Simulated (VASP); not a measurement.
A run of VASP 6.6.1 is set up as follows.

Contents of INCAR:

```
PREC     = Accurate       # precision mode
ENCUT    = 520            # plane-wave cutoff, eV
EDIFF    = 1E-7           # SCF threshold, eV
ISMEAR   = 0              # smearing method
SIGMA    = 0.05           # smearing width, eV
LREAL    = F              # projectors in reciprocal space
LASPH    = T              # aspherical terms in the spheres
NELM     = 150            # most SCF steps
ALGO     = Fast           # electronic algorithm
ISIF     = 2              # what is computed and relaxed
LWAVE    = F              # write WAVECAR
LCHARG   = F              # write CHGCAR
ISPIN    = 2              # spin polarisation
MAGMOM   = 2.41           # initial moments
LORBIT   = 11             # projections on sites
LMAXMIX  = 4              # l up to which the mixer works
GGA      = PE             # functional
NBANDS   = 14             # bands
```

Contents of KPOINTS:

```
Automatic mesh
0
Gamma
  22 22 22
```

File POSCAR:

```
Fe
1.0
   -1.4155932657      1.4155932657      1.4155932657
    1.4155932657     -1.4155932657      1.4155932657
    1.4155932657      1.4155932657     -1.4155932657
Fe
1
Direct
    0.0000000000      0.0000000000      0.0000000000
```

Potentials or basis: VASP PAW PBE potentials, release 64 (Fe).

Run with:

```sh
$ cat potpaw_PBE.64/Fe/POTCAR > POTCAR
$ mpirun -np 1 vasp_std > vasp.out
```

Predict the site moments.

Fe +2.17 μB.

What does it give for the pressure?

-0.3 GPa.
